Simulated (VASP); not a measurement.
# TaN (I4/mmm) in VASP: single point with r2SCAN

Aim: the single point of TaN with r2SCAN.

Everything below comes from runs of VASP 6.6.1. Logs are shortened: lines on timing, memory, paths and dates and some standing lists are left out, and cuts for length are marked.

## 1. The cell of the first run

The structure is tetragonal, space group I4/mmm (No. 139). The conventional cell has a = 3.236 Å, b = 3.236 Å, c = 4.249 Å, α = 90.00°, β = 90.00°, γ = 90.00°. Ta (site symmetry 4/mmm) has 6 N at 2.12 to 2.29 Å within 2.8 Å. Within 2.8 Å of N (site symmetry 4/mmm) lie 6 Ta at 2.12 to 2.29 Å.

## 2. Single point, r2SCAN (strain +0.050 along x and y, -0.025 along z)

Contents of POSCAR:

```
TaN
1.0
    0.0000000000      2.2879500000      2.1245250000
    2.2879500000      0.0000000000      2.1245250000
    2.2879500000      2.2879500000      0.0000000000
Ta N
1 1
Direct
    0.5000000000      0.5000000000      0.5000000000
    0.0000000000      0.0000000000      0.0000000000
```

Contents of INCAR.step1:

```
SYSTEM = TaN
  ALGO = Normal
  EDIFF = 1E-5
  ENCUT = 770
  GGA = PE
  GGA_COMPAT = .FALSE.
  ISMEAR = 0
  LASPH = .TRUE.
  LCHARG = .FALSE.
  LREAL = .FALSE.
  LWAVE = .TRUE.
  NBANDS = 16
  NELM = 120
  PREC = Accurate
  SIGMA = 0.15
```

Contents of INCAR.step2:

```
SYSTEM = TaN
  ALGO = Normal
  EDIFF = 1E-6
  ENCUT = 770
  GGA_COMPAT = .FALSE.
  ISIF = 2
  ISMEAR = 0
  ISTART = 1
  LASPH = .TRUE.
  LCHARG = .TRUE.
  LELF = .TRUE.
  LMIXTAU = .TRUE.
  LREAL = .FALSE.
  LVHAR = .TRUE.
  LWAVE = .FALSE.
  METAGGA = R2SCAN
  NBANDS = 16
  NELM = 120
  PREC = Accurate
  SIGMA = 0.15
```

Contents of KPOINTS:

```
k-points
0
G
  18 18 18
  0 0 0
```

Potentials or basis: VASP PAW PBE potentials, release 64 (Ta_sv_GW, N).

The run is started by

```
> cat potpaw_PBE.64/Ta_sv_GW/POTCAR potpaw_PBE.64/N/POTCAR > POTCAR
> cp INCAR.step1 INCAR
> mpirun -np 1 vasp_std > vasp.out
> cp INCAR.step2 INCAR
> mpirun -np 1 vasp_std > vasp.out
```

OUTCAR:

```text
SYSTEM = TaN
   EDIFF = 1E-6
   ENCUT = 770
   ISIF = 2
   ISMEAR = 0
   ISTART = 1
   LASPH = .TRUE.
   LREAL = .FALSE.
   METAGGA = R2SCAN
   NELM = 120
   PREC = Accurate

 ion  position               nearest neighbor table
   1  0.500  0.500  0.500-   2 2.12   2 2.12   2 2.29   2 2.29   2 2.29   2 2.29
   2  0.000  0.000  0.000-   1 2.12   1 2.12   1 2.29   1 2.29   1 2.29   1 2.29

  LATTYP: Found a body centered tetragonal cell.
 ALAT       =     3.2356499200
 C/A-ratio  =     1.3131983079

  Lattice vectors:

 A1 = (   0.0000000000,  -2.2879500000,  -2.1245250000)
 A2 = (   0.0000000000,   2.2879500000,  -2.1245250000)
 A3 = (   2.2879500000,   0.0000000000,   2.1245250000)

Analysis of symmetry for initial positions (statically):
=====================================================================
 Subroutine PRICEL returns:
 Original cell was already a primitive cell.

 Routine SETGRP: Setting up the symmetry group for a
 body centered tetragonal supercell.

 Subroutine GETGRP returns: Found 16 space group operations
 (whereof 16 operations were pure point group operations)
 out of a pool of 16 trial point group operations.

The static configuration has the point symmetry D_4h.

Analysis of symmetry for dynamics (positions and initial velocities):
=====================================================================
 Subroutine PRICEL returns:
 Original cell was already a primitive cell.

 Routine SETGRP: Setting up the symmetry group for a
 body centered tetragonal supercell.

 Subroutine GETGRP returns: Found 16 space group operations
 (whereof 16 operations were pure point group operations)
 out of a pool of 16 trial point group operations.

The dynamic configuration has the point symmetry D_4h.

 Subroutine INISYM returns: Found 16 space group operations
 (whereof 16 operations are pure point group operations),
 and found     1 'primitive' translations

----------------------------------------------------------------------------------------

                                     Primitive cell

  volume of cell :      22.2426

  direct lattice vectors                    reciprocal lattice vectors
     0.000000000  2.287950000  2.124525000    -0.218536244  0.218536244  0.235346725
     2.287950000  0.000000000  2.124525000     0.218536244 -0.218536244  0.235346725
     2.287950000  2.287950000  0.000000000     0.218536244  0.218536244 -0.235346725

  length of vectors
     3.122230241  3.122230241  3.235649920     0.388463976  0.388463976  0.388463976

  position of ions in fractional coordinates (direct lattice)
     0.500000000  0.500000000  0.500000000
     0.000000000  0.000000000  0.000000000

  ion indices of the primitive-cell ions
   primitive index   ion index
                 1           1
                 2           2

----------------------------------------------------------------------------------------

 KPOINTS: k-points

Automatic generation of k-mesh.
 Grid dimensions read from file:
 generate k-points for:   18   18   18

 Generating k-lattice:

  Cartesian coordinates                     Fractional coordinates (reciprocal lattice)
    -0.012140902  0.012140902  0.013074818     0.055555556  0.000000000  0.000000000
     0.012140902 -0.012140902  0.013074818     0.000000000  0.055555556  0.000000000
     0.012140902  0.012140902 -0.013074818     0.000000000  0.000000000  0.055555556

  Length of vectors
     0.021581332  0.021581332  0.021581332

  Shift w.r.t. Gamma in fractional coordinates (k-lattice)
     0.000000000  0.000000000  0.000000000

 Subroutine IBZKPT returns following result:
 ===========================================

 Found    480 irreducible k-points:

 Following reciprocal coordinates:
            Coordinates               Weight
  0.000000  0.000000  0.000000      1.000000
  0.055556  0.000000  0.000000      8.000000
  0.111111  0.000000  0.000000      8.000000
  0.166667  0.000000  0.000000      8.000000
  0.222222  0.000000  0.000000      8.000000
  0.277778  0.000000  0.000000      8.000000
[... 16 lines left out ...]
 -0.277778  0.055556  0.000000      8.000000
 -0.222222  0.055556  0.000000      8.000000
 [... further k-points ...]
   k-points           NKPTS =    480   k-points in BZ     NKDIM =    480   number of bands    NBANDS=     16
   number of dos      NEDOS =    301   number of ions     NIONS =      2
   total plane-waves  NPLWV =  23520
   dimension x,y,z NGX =    28 NGY =   28 NGZ =   30
   dimension x,y,z NGXF=    56 NGYF=   56 NGZF=   60
   ions per type =               1   1
   NGX,Y,Z   is equivalent  to a cutoff of  14.91, 14.91, 15.41 a.u.
   NGXF,Y,Z  is equivalent  to a cutoff of  29.82, 29.82, 30.83 a.u.
 SYSTEM =  TaN
   PREC   = accura    normal or accurate (medium, high low for compatibility)
   ISTART =      1    job   : 0-new  1-cont  2-samecut
   ICHARG =      0    charge: 1-file 2-atom 10-const
   ISPIN  =      1    spin polarized calculation?
   LNONCOLLINEAR =      F non collinear calculations
   LSORBIT =      F    spin-orbit coupling
   LASPH  =      T    aspherical Exc in radial PAW
   ENCUT  =  770.0 eV  56.59 Ry    7.52 a.u.   7.06  7.06  7.32*2*pi/ulx,y,z
   NELM   =    120;   NELMIN=  2; NELMDL=  0     # of ELM steps
   EDIFF  = 0.1E-05   stopping-criterion for ELM
   LREAL  =      F    real-space projection
[... 7 lines left out ...]
   TEBEG  =    0.0;   TEEND  =   0.0 temperature during run
   PSTRESS=    0.0 pullay stress
   NELECT =      18.0000    total number of electrons
   NUPDOWN=      -1.0000    fix difference up-down
   EMIN   =  10.00;   EMAX   =-10.00  energy-range for DOS
   EFERMI =   0.00;   METHOD = LEGACY
   ISMEAR =     0;   SIGMA  =   0.15  broadening in eV -4-tet -1-fermi 0-gaus
   EFERMI_NEDOS =   21; number of points for ismear=-14 and -15
   IALGO  =     38    algorithm
   IMIX   =      4    mixing-type and parameters
     AMIX     =   0.40;   BMIX     =  1.00
     AMIX_MAG =   1.60;   BMIX_MAG =  1.00
  volume/ion in A,a.u.               =      11.12        75.05
  Fermi-wavevector in a.u.,A,eV,Ry     =   1.525588  2.882944 31.666469  2.327420
  Thomas-Fermi vector in A             =   2.633738
   LORBIT       =      0    0 simple, 1 ext, 2 COOP (PROOUT), +10 PAW based schemes
   METAGGA = R2SCAN    functional components
   LHFCALC =     F    Hartree Fock is set to
   AEXX    =    0.0000 exact exchange contribution
   IVDW    =     0    specifies the selected vdW correction
   LEPSILON=     F    determine dielectric tensor
   LRPA    =     F    only Hartree local field effects (RPA)
 non-spin polarized calculation
 Gauss-broadening in eV      SIGMA  =   0.15
  energy-cutoff  :      770.00
  volume of cell :       22.24
 maximum number of plane-waves:      1106
   NGX = 15   NGY = 15   NGZ = 15

 number of electron      17.9999999 magnetization

 Free energy of the ion-electron system (eV)
  ---------------------------------------------------
  ext. energy  EPLUGINS =         0.00000000
  ---------------------------------------------------
  free energy    TOTEN  =       -62.03142004 eV

  energy without entropy =      -62.02142273  energy(sigma->0) =      -62.02642138

 E-fermi :  13.1749     XC(G=0): -14.4591

 val. band max:       13.1669000295   @ k =  -0.4444   0.2222   0.1667
 cond. band min:      13.1834172172   @ k =   0.2778   0.0000   0.0000
 fundamental gap:      0.0165171877
 Fermi energy:        13.1749228248

 k-point     1 :       0.0000    0.0000    0.0000
  band No.  band energies     occupation
      1     -58.5196      2.00000
      2     -24.0330      2.00000
      3     -24.0330      2.00000
      4     -23.9986      2.00000
      5      -6.4734      2.00000
      6       9.0647      2.00000
[... 8 lines left out ...]
     15      22.9211      0.00000
     16      35.5917      0.00000

 k-point     2 :       0.0556    0.0000    0.0000
  band No.  band energies     occupation
      1     -58.5182      2.00000
      2     -24.0507      2.00000
      3     -24.0364      2.00000
      4     -24.0059      2.00000
      5      -6.4033      2.00000
      6       8.6894      2.00000
[... 8 lines left out ...]
     15      23.1416      0.00000
     16      34.8847      0.00000

 k-point     3 :       0.1111    0.0000    0.0000
  band No.  band energies     occupation
      1     -58.5140      2.00000
      2     -24.1149      2.00000
      3     -24.0463      2.00000
      4     -24.0134      2.00000
      5      -6.1991      2.00000
      6       7.8456      2.00000
[... 8 lines left out ...]
     15      23.7581      0.00000
     16      33.3100      0.00000

 k-point     4 :       0.1667    0.0000    0.0000
  band No.  band energies     occupation
      1     -58.5076      2.00000
      2     -24.2175      2.00000
      3     -24.0613      2.00000
      4     -24.0188      2.00000
      5      -5.8777      2.00000
      6       6.8530      2.00000
[... 8 lines left out ...]
     15      24.6163      0.00000
     16      31.6486      0.00000

 k-point     5 :       0.2222    0.0000    0.0000
  band No.  band energies     occupation
      1     -58.4998      2.00000
      2     -24.3420      2.00000
      3     -24.0797      2.00000
      4     -24.0241      2.00000
      5      -5.4659      2.00000
      6       5.8443      2.00000
[... 8 lines left out ...]
     15      25.3568      0.00000
     16      30.4635      0.00000

 k-point     6 :       0.2778    0.0000    0.0000
  band No.  band energies     occupation
      1     -58.4914      2.00000
      2     -24.4717      2.00000
      3     -24.0992      2.00000
      4     -24.0295      2.00000
      5      -4.9993      2.00000
      6       4.8884      2.00000
[... 8 lines left out ...]
     15      25.4401      0.00000
     16      29.7079      0.00000

 k-point     7 :       0.3333    0.0000    0.0000
  band No.  band energies     occupation
      1     -58.4836      2.00000
      2     -24.5910      2.00000
      3     -24.1174      2.00000
      4     -24.0344      2.00000
      5      -4.5231      2.00000
      6       4.0383      2.00000
[... 8 lines left out ...]
     15      25.0852      0.00000
     16      27.9472      0.00000

 k-point     8 :       0.3889    0.0000    0.0000
  band No.  band energies     occupation
      1     -58.4771      2.00000
      2     -24.6864      2.00000
      3     -24.1321      2.00000
      4     -24.0383      2.00000
      5      -4.0955      2.00000
      6       3.3497      2.00000
[... 8 lines left out ...]
     15      24.9799      0.00000
     16      26.4387      0.00000

 k-point     9 :       0.4444    0.0000    0.0000
  band No.  band energies     occupation
      1     -58.4730      2.00000
      2     -24.7479      2.00000
      3     -24.1417      2.00000
      4     -24.0408      2.00000
      5      -3.7889      2.00000
      6       2.8895      2.00000
[... 8 lines left out ...]
     15      25.1918      0.00000
     16      25.3532      0.00000
[... 172 lines left out ...]
 k-point    19 :       0.5000    0.0556    0.0000
  band No.  band energies     occupation
      1     -58.4707      2.00000
      2     -24.7600      2.00000
      3     -24.1509      2.00000
      4     -24.0567      2.00000
      5      -3.7303      2.00000
      6       2.8292      2.00000
[... 8 lines left out ...]
     15      25.1047      0.00000
     16      25.1917      0.00000

 k-point    20 :      -0.4444    0.0556    0.0000
  band No.  band energies     occupation
      1     -58.4715      2.00000
      2     -24.7480      2.00000
      3     -24.1453      2.00000
      4     -24.0608      2.00000
      5      -3.8132      2.00000
      6       2.9216      2.00000
[... 8 lines left out ...]
     15      24.8246      0.00000
     16      25.4045      0.00000

 k-point    21 :      -0.3889    0.0556    0.0000
  band No.  band energies     occupation
      1     -58.4751      2.00000
      2     -24.6958      2.00000
      3     -24.1336      2.00000
      4     -24.0627      2.00000
      5      -4.0825      2.00000
      6       3.2911      2.00000
[... 8 lines left out ...]
     15      24.5996      0.00000
     16      26.4203      0.00000

 k-point    22 :      -0.3333    0.0556    0.0000
  band No.  band energies     occupation
      1     -58.4810      2.00000
      2     -24.6088      2.00000
      3     -24.1170      2.00000
      4     -24.0620      2.00000
      5      -4.4755      2.00000
      6       3.8780      2.00000
[... 8 lines left out ...]
     15      24.7178      0.00000
     16      27.9200      0.00000

 k-point    23 :      -0.2778    0.0556    0.0000
  band No.  band energies     occupation
      1     -58.4885      2.00000
      2     -24.4964      2.00000
      3     -24.0977      2.00000
      4     -24.0585      2.00000
      5      -4.9251      2.00000
      6       4.6199      2.00000
[... 8 lines left out ...]
     15      25.2285      0.00000
     16      28.6486      0.00000

 k-point    24 :      -0.2222    0.0556    0.0000
  band No.  band energies     occupation
      1     -58.4968      2.00000
      2     -24.3715      2.00000
      3     -24.0778      2.00000
      4     -24.0523      2.00000
      5      -5.3747      2.00000
      6       5.4658      2.00000
[... 8 lines left out ...]
     15      25.5543      0.00000
     16      28.9256      0.00000

 [... further k-points ...]
[... 5 lines left out ...]
  --------------------------------------------------------------------------------------
  -------------------------------------------------------------------------------------
  Total       -3.2307323     -3.2307323      2.1801672      0.0000000      0.0000000      0.0000000
  in kB     -232.7162186   -232.7162186    157.0418800      0.0000000      0.0000000      0.0000000
  external PRESSURE =    -102.7968524 kB  Pullay stress =       0.0000000 kB

 VOLUME and BASIS-vectors are now :
 -----------------------------------------------------------------------------
  energy-cutoff  :      770.00
  volume of cell :       22.24
      direct lattice vectors                 reciprocal lattice vectors
     0.000000000  2.287950000  2.124525000    -0.218536244  0.218536244  0.235346725
     2.287950000  0.000000000  2.124525000     0.218536244 -0.218536244  0.235346725
     2.287950000  2.287950000  0.000000000     0.218536244  0.218536244 -0.235346725

 POSITION                                       TOTAL-FORCE (eV/Angst)
 -----------------------------------------------------------------------------------
      2.28795      2.28795      2.12453         0.000000     -0.000000      0.000000
      0.00000      0.00000      0.00000        -0.000000      0.000000      0.000000
 -----------------------------------------------------------------------------------
    total drift:                                0.000000      0.000000      0.000000

  FREE ENERGIE OF THE ION-ELECTRON SYSTEM (eV)
  ---------------------------------------------------
  free  energy   TOTEN  =       -62.0314200393 eV

  energy  without entropy=      -62.0214227300  energy(sigma->0) =      -62.02642138
```

Run time: 9 min. Hardware: 1 thread of Intel Xeon 6975P-C (Granite Rapids), shared host; peak memory 0.46 GiB.

Results:

```yaml
Free_energy: -62.0314 eV
Pressure: -10.3 GPa
Band_gap_on_the_k_mesh: zero (bands 9 and 10 overlap by 3.83 eV)
```

Stress tensor (GPa, compression positive):
```
-23.27   0.00   0.00
  0.00 -23.27   0.00
  0.00   0.00  15.70
```

Levels at points of the mesh, in eV from the Fermi level:
| k point | band 5 | band 6 | band 7 | band 8 | band 9 | band 10 | band 11 | band 12 | band 13 | band 14 |
| --- | --- | --- | --- | --- | --- | --- | --- | --- | --- | --- |
| (0.00, 0.00, 0.00) | -19.65 | -4.11 | -4.11 | -3.83 | -2.26 | -2.26 | -1.44 | -0.42 | -0.31 | 2.58 |
| (0.50, 0.00, 0.00) | -16.85 | -10.45 | -7.73 | -7.68 | 1.45 | 2.15 | 2.18 | 3.83 | 6.52 | 7.85 |
| (0.50, 0.50, 0.00) | -18.41 | -6.44 | -5.38 | -5.13 | -5.13 | 2.22 | 3.31 | 3.31 | 4.43 | 7.38 |
| (0.50, 0.00, 0.50) | -18.48 | -7.20 | -5.20 | -4.86 | -4.63 | 1.75 | 2.85 | 3.68 | 4.51 | 7.02 |

Caveat: the cell differs from its parent crystal (strain +0.050 along x and y, -0.025 along z); the stress differs along the axes, from -23 to 16 GPa; the PAW data sets were made with another functional, which shifts forces and pressure a little; spin-orbit coupling is left out, which moves the levels of the heavy elements.
